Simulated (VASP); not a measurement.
# SiNi (Pnma) in VASP: single point with PBE

Aim: the single point of SiNi with PBE.

All numbers are computed with VASP 6.6.1; they aren't measurements. Logs are shortened: lines on timing, memory, paths and dates and some standing lists are left out, and cuts for length are marked.

## 1. The cell of the first run

Symmetry: Pnma, No. 62, orthorhombic system. Conventional cell: a = 5.184 Å, b = 3.365 Å, c = 5.733 Å, α = 90.00°, β = 90.00°, γ = 90.00°. Within 3.1 Å of Si (site symmetry m) lie 6 Ni at 2.31 to 2.42 Å and 2 Si at 2.66 Å. Ni (site symmetry m) has 6 Si at 2.31 to 2.42 Å and 4 Ni at 2.68 to 2.76 Å within 3.1 Å.

## 2. Single point, PBE

INCAR

```
SYSTEM = SiNi
  PREC = Accurate
  ENCUT = 600
  EDIFF = 1E-6
  ISMEAR = -1
  SIGMA = 0.5
  LREAL = .False.
  LASPH = .True.
  NELM = 120
  ALGO = Normal
  ISIF = 2
  LWAVE = .False.
  LCHARG = .False.
  GGA = PE
  NBANDS = 70
  GGA_COMPAT = .False.
```

KPOINTS

```
Automatic mesh
0
Gamma
  4 4 4
  0 0 0
```

POSCAR

```
SiNi
1.0
    0.0000000000      3.3651340328      5.7333420743
    5.1836640979      0.0000000000      5.7333420743
    5.1836640979      3.3651340328      0.0000000000
Si Ni
8 8
Direct
    0.2539320235      0.3257630366      0.4960679765
    0.7539320235      0.8257630366      0.9960679765
    0.2460679765      0.1742369634      0.0039320235
    0.7460679765      0.6742369634      0.5039320235
    0.1742369634      0.7460679765      0.5757630366
    0.6742369634      0.2460679765      0.0757630366
    0.3257630366      0.7539320235      0.9242369634
    0.8257630366      0.2539320235      0.4242369634
    0.2157668210      0.4746158500      0.0342331790
    0.7157668210      0.9746158500      0.5342331790
    0.2842331790      0.0253841500      0.4657668210
    0.7842331790      0.5253841500      0.9657668210
    0.0253841500      0.7842331790      0.2246158500
    0.5253841500      0.2842331790      0.7246158500
    0.4746158500      0.7157668210      0.2753841500
    0.9746158500      0.2157668210      0.7753841500
```

Potentials or basis: VASP PAW PBE potentials, release 64 (Si, Ni).

The run is started by

```
$ cat potpaw_PBE.64/Si/POTCAR potpaw_PBE.64/Ni/POTCAR > POTCAR
$ mpirun -np 1 vasp_std > vasp.out
```

OUTCAR:

```text
SYSTEM = SiNi
   PREC = Accurate
   ENCUT = 600
   EDIFF = 1E-6
   ISMEAR = -1
   LREAL = .False.
   LASPH = .True.
   NELM = 120
   ISIF = 2
   GGA = PE

 ion  position               nearest neighbor table
   1  0.254  0.326  0.496-  11 2.31  13 2.35  14 2.35  16 2.40   9 2.42  10 2.42   3 2.66   4 2.66

   2  0.754  0.826  0.996-  12 2.31  13 2.35  14 2.35  15 2.40   9 2.42  10 2.42   4 2.66   3 2.66

   3  0.246  0.174  0.004-   9 2.31  15 2.35  16 2.35  14 2.40  12 2.42  11 2.42   1 2.66   2 2.66
[... 13 lines left out ...]
  10  0.716  0.975  0.534-   4 2.31   5 2.35   6 2.35   8 2.40   1 2.42   2 2.42  13 2.68  14 2.68
                            11 2.76  12 2.76
  11  0.284  0.025  0.466-   1 2.31   8 2.35   7 2.35   5 2.40   4 2.42   3 2.42  15 2.68  16 2.68
                             9 2.76  10 2.76
  12  0.784  0.525  0.966-   2 2.31   7 2.35   8 2.35   6 2.40   4 2.42   3 2.42  15 2.68  16 2.68
                             9 2.76  10 2.76
  13  0.025  0.784  0.225-   7 2.31   2 2.35   1 2.35   4 2.40   6 2.42   5 2.42   9 2.68  10 2.68
                            15 2.76  16 2.76
  14  0.525  0.284  0.725-   8 2.31   2 2.35   1 2.35   3 2.40   6 2.42   5 2.42   9 2.68  10 2.68
                            15 2.76  16 2.76
  15  0.475  0.716  0.275-   5 2.31   4 2.35   3 2.35   2 2.40   7 2.42   8 2.42  11 2.68  12 2.68
                            13 2.76  14 2.76
  16  0.975  0.216  0.775-   6 2.31   4 2.35   3 2.35   1 2.40   7 2.42   8 2.42  11 2.68  12 2.68
                            13 2.76  14 2.76

  LATTYP: Found a face centered orthorhombic cell.
 ALAT       =     6.7302680656
 B/A-ratio  =     1.5404034572
 C/A-ratio  =     1.7037485040

  Lattice vectors:

 A1 = (   5.1836640979,   0.0000000000,  -5.7333420743)
 A2 = (   0.0000000000,   3.3651340328,  -5.7333420743)
 A3 = (   5.1836640979,   3.3651340328,   0.0000000000)

Analysis of symmetry for initial positions (statically):
=====================================================================
 Subroutine PRICEL returns following result:

  LATTYP: Found a simple orthorhombic cell.
 ALAT       =     3.3651340328
 B/A-ratio  =     1.5404034572
 C/A-ratio  =     1.7037485040

  Lattice vectors:

 A1 = (   0.0000000000,  -3.3651340328,   0.0000000000)
 A2 = (   5.1836640979,   0.0000000000,   0.0000000000)
 A3 = (   0.0000000000,   0.0000000000,   5.7333420743)

   2 primitive cells build up your supercell.

 Routine SETGRP: Setting up the symmetry group for a
 face centered orthorhombic supercell.

 Subroutine GETGRP returns: Found  8 space group operations
 (whereof  2 operations were pure point group operations)
 out of a pool of  8 trial point group operations.

The static configuration has the point symmetry S_2 .
 The point group associated with its full space group is D_2h.

Analysis of symmetry for dynamics (positions and initial velocities):
=====================================================================
 Subroutine PRICEL returns following result:

  LATTYP: Found a simple orthorhombic cell.
 ALAT       =     3.3651340328
 B/A-ratio  =     1.5404034572
 C/A-ratio  =     1.7037485040

  Lattice vectors:

 A1 = (   0.0000000000,  -3.3651340328,   0.0000000000)
 A2 = (   5.1836640979,   0.0000000000,   0.0000000000)
 A3 = (   0.0000000000,   0.0000000000,   5.7333420743)

   2 primitive cells build up your supercell.

 Routine SETGRP: Setting up the symmetry group for a
 face centered orthorhombic supercell.

 Subroutine GETGRP returns: Found  8 space group operations
 (whereof  2 operations were pure point group operations)
 out of a pool of  8 trial point group operations.

The dynamic configuration has the point symmetry S_2 .
 The point group associated with its full space group is D_2h.

 Subroutine INISYM returns: Found  8 space group operations
 (whereof  2 operations are pure point group operations),
 and found     2 'primitive' translations

----------------------------------------------------------------------------------------

                                     Primitive cell

  volume of cell :     100.0108

  direct lattice vectors                    reciprocal lattice vectors
     0.000000000 -3.365134033  0.000000000     0.000000000 -0.297164984  0.000000000
     5.183664098  0.000000000  0.000000000     0.192913735  0.000000000  0.000000000
     0.000000000  0.000000000  5.733342074     0.000000000  0.000000000  0.174418339

  length of vectors
     3.365134033  5.183664098  5.733342074     0.297164984  0.192913735  0.174418339

  position of ions in fractional coordinates (direct lattice)
     0.250000000  0.821831013  0.579695060
     0.750000000  0.178168987  0.420304940
     0.250000000  0.321831013  0.920304940
     0.750000000  0.678168987  0.079695060
     0.750000000  0.508849029  0.690382671
     0.250000000  0.491150971  0.309617329
     0.750000000  0.008849029  0.809617329
     0.250000000  0.991150971  0.190382671

  ion indices of the primitive-cell ions
   primitive index   ion index
                 1           1
                 2           3
                 3           5
                 4           8
                 5           9
                 6          11
                 7          14
                 8          16

----------------------------------------------------------------------------------------

 KPOINTS: Automatic mesh

Automatic generation of k-mesh.
 Grid dimensions read from file:
 generate k-points for:    4    4    4

 Generating k-lattice:

  Cartesian coordinates                     Fractional coordinates (reciprocal lattice)
    -0.024114217  0.037145623  0.021802292     0.250000000 -0.000000000  0.000000000
     0.024114217 -0.037145623  0.021802292    -0.000000000  0.250000000  0.000000000
     0.024114217  0.037145623 -0.021802292     0.000000000  0.000000000  0.250000000

  Length of vectors
     0.049362260  0.049362260  0.049362260

  Shift w.r.t. Gamma in fractional coordinates (k-lattice)
     0.000000000  0.000000000  0.000000000

 Subroutine IBZKPT returns following result:
 ===========================================

 Found     18 irreducible k-points:

 Following reciprocal coordinates:
            Coordinates               Weight
  0.000000  0.000000  0.000000      1.000000
  0.250000 -0.000000  0.000000      8.000000
  0.500000 -0.000000  0.000000      4.000000
  0.250000  0.250000  0.000000      2.000000
  0.500000  0.250000 -0.000000      8.000000
 -0.250000  0.250000  0.000000      4.000000
[... 10 lines left out ...]
 -0.250000  0.250000  0.500000      2.000000
  0.000000  0.500000  0.500000      1.000000
   k-points           NKPTS =     18   k-points in BZ     NKDIM =     18   number of bands    NBANDS=     70
   number of dos      NEDOS =    301   number of ions     NIONS =     16
   total plane-waves  NPLWV = 172800
   dimension x,y,z NGX =    54 NGY =   64 NGZ =   50
   dimension x,y,z NGXF=   108 NGYF=  128 NGZF=  100
   ions per type =               8   8
   NGX,Y,Z   is equivalent  to a cutoff of  13.50, 13.77, 13.45 a.u.
   NGXF,Y,Z  is equivalent  to a cutoff of  27.01, 27.53, 26.90 a.u.
 SYSTEM =  SiNi
   PREC   = accura    normal or accurate (medium, high low for compatibility)
   ISTART =      0    job   : 0-new  1-cont  2-samecut
   ICHARG =      2    charge: 1-file 2-atom 10-const
   ISPIN  =      1    spin polarized calculation?
   LNONCOLLINEAR =      F non collinear calculations
   LSORBIT =      F    spin-orbit coupling
   LASPH  =      T    aspherical Exc in radial PAW
   ENCUT  =  600.0 eV  44.10 Ry    6.64 a.u.  13.28 15.44 12.34*2*pi/ulx,y,z
   NELM   =    120;   NELMIN=  2; NELMDL= -5     # of ELM steps
   EDIFF  = 0.1E-05   stopping-criterion for ELM
   LREAL  =      F    real-space projection
[... 7 lines left out ...]
   TEBEG  =    0.0;   TEEND  =   0.0 temperature during run
   PSTRESS=    0.0 pullay stress
   NELECT =     112.0000    total number of electrons
   NUPDOWN=      -1.0000    fix difference up-down
   EMIN   =  10.00;   EMAX   =-10.00  energy-range for DOS
   EFERMI =   0.00;   METHOD = LEGACY
   ISMEAR =    -1;   SIGMA  =   0.50  broadening in eV -4-tet -1-fermi 0-gaus
   EFERMI_NEDOS =   21; number of points for ismear=-14 and -15
   IALGO  =     38    algorithm
   IMIX   =      4    mixing-type and parameters
     AMIX     =   0.40;   BMIX     =  1.00
     AMIX_MAG =   1.60;   BMIX_MAG =  1.00
  volume/ion in A,a.u.               =      12.50        84.36
  Fermi-wavevector in a.u.,A,eV,Ry     =   1.349341  2.549885 24.772426  1.820722
  Thomas-Fermi vector in A             =   2.476936
   LORBIT       =      0    0 simple, 1 ext, 2 COOP (PROOUT), +10 PAW based schemes
   GGA     = PE    functional components
   LHFCALC =     F    Hartree Fock is set to
   AEXX    =    0.0000 exact exchange contribution
   IVDW    =     0    specifies the selected vdW correction
   LEPSILON=     F    determine dielectric tensor
   LRPA    =     F    only Hartree local field effects (RPA)
 non-spin polarized calculation
  energy-cutoff  :      600.00
  volume of cell :      200.02
 maximum number of plane-waves:      6699
 NGX is ok and might be reduce to    54
   NGX = 27   NGY = 31   NGZ = 25

 number of electron     111.9999998 magnetization

 Free energy of the ion-electron system (eV)
  ---------------------------------------------------
  ext. energy  EPLUGINS =         0.00000000
  ---------------------------------------------------
  free energy    TOTEN  =       -97.60608314 eV

  energy without entropy =      -91.75628652  energy(sigma->0) =      -94.68118483

 E-fermi :   9.9770     XC(G=0): -12.0564

 val. band max:        9.9113663138   @ k =   0.5000  -0.2500   0.2500
 cond. band min:      10.0417867884   @ k =   0.0000   0.5000   0.5000
 fundamental gap:      0.1304204747
 Fermi energy:         9.9769574289

 k-point     1 :       0.0000    0.0000    0.0000
  band No.  band energies     occupation
      1      -2.7617      2.00000
      2       0.3531      2.00000
      3       1.5399      2.00000
      4       1.5399      2.00000
      5       1.5399      2.00000
      6       1.5399      2.00000
[... 1267 lines left out ...]
     67      14.0615      0.00057
     68      14.0616      0.00057
 [bands above 68 left out]

------------------------ aborting loop because EDIFF is reached ----------------------------------------

  FORCE on cell =-STRESS in cart. coord.  units (eV):
  Direction    XX          YY          ZZ          XY          YZ          ZX
  --------------------------------------------------------------------------------------
  -------------------------------------------------------------------------------------
  Total       -0.0020832     -0.1739252      0.0689624      0.0000000      0.0000000      0.0000000
  in kB       -0.0166863     -1.3931437      0.5523903      0.0000000      0.0000000      0.0000000
  external PRESSURE =      -0.2858132 kB  Pullay stress =       0.0000000 kB

 VOLUME and BASIS-vectors are now :
 -----------------------------------------------------------------------------
  energy-cutoff  :      600.00
  volume of cell :      200.02
      direct lattice vectors                 reciprocal lattice vectors
     0.000000000  3.365134033  5.733342074    -0.096456867  0.148582492  0.087209169
     5.183664098  0.000000000  5.733342074     0.096456867 -0.148582492  0.087209169
     5.183664098  3.365134033  0.000000000     0.096456867  0.148582492 -0.087209169

 POSITION                                       TOTAL-FORCE (eV/Angst)
 -----------------------------------------------------------------------------------
      4.26010      2.52385      3.32359         0.005391      0.000000      0.003217
      9.44376      5.88898      9.05693         0.005391      0.000000      0.003217
      0.92357      0.84128      2.40975        -0.005391      0.000000     -0.003217
      6.10723      4.20642      8.14309        -0.005391      0.000000     -0.003217
      6.85193      2.52385      5.27642         0.005391      0.000000     -0.003217
      1.66826      2.52385      5.27642         0.005391      0.000000     -0.003217
[... 8 lines left out ...]
      5.13779      2.52385      6.82487        -0.008515      0.000000     -0.004934
      5.13779      5.88898      6.82487        -0.008515      0.000000     -0.004934
 -----------------------------------------------------------------------------------
    total drift:                                0.000000      0.000000      0.000000

  FREE ENERGIE OF THE ION-ELECTRON SYSTEM (eV)
  ---------------------------------------------------
  free  energy   TOTEN  =       -97.6060831373 eV

  energy  without entropy=      -91.7562865172  energy(sigma->0) =      -94.68118483
```

It took 15 min on 1 thread of Oxide Virtual Turin-like, shared host; peak memory 0.52 GiB.

What came out:

```yaml
Free_energy: -97.6061 eV
Pressure: 0.0 GPa
Largest_force: 0.010 eV/Å
Band_gap_on_the_k_mesh: zero (bands 56 and 57 overlap by 0.49 eV)
```

Forces in eV/Å, atoms in the order of the input:
```
Si   0.005  0.000  0.003
Si   0.005  0.000  0.003
Si  -0.005  0.000 -0.003
Si  -0.005  0.000 -0.003
Si   0.005  0.000 -0.003
Si   0.005  0.000 -0.003
Si  -0.005  0.000  0.003
Si  -0.005  0.000  0.003
Ni   0.009  0.000 -0.005
Ni   0.009  0.000 -0.005
Ni  -0.009  0.000  0.005
Ni  -0.009  0.000  0.005
Ni   0.009  0.000  0.005
Ni   0.009  0.000  0.005
Ni  -0.009  0.000 -0.005
Ni  -0.009  0.000 -0.005
```

Levels at points of the mesh, in eV from the Fermi level:
| k point | band 54 | band 55 | band 56 | band 57 | band 58 | band 59 |
| --- | --- | --- | --- | --- | --- | --- |
| (0.00, 0.00, 0.00) | -1.21 | -1.02 | -0.90 | 0.53 | 1.06 | 2.30 |
| (0.50, 0.00, 0.00) | -1.03 | -0.43 | -0.43 | 0.13 | 0.13 | 0.54 |
| (0.50, 0.50, 0.00) | -1.55 | -0.41 | -0.41 | 0.30 | 0.30 | 0.30 |
| (0.50, 0.00, 0.50) | -1.18 | -0.70 | -0.70 | 0.66 | 0.66 | 1.82 |
| (0.00, 0.50, 0.50) | -1.73 | 0.06 | 0.06 | 0.98 | 0.98 | 1.17 |

Caveat: so wide a smearing shifts energies and pressures. Spin polarisation is off, so any magnetic state and its effect on volume and gap are missing.

The gap in the log of VASP goes by the Fermi energy; the results here count the filled bands.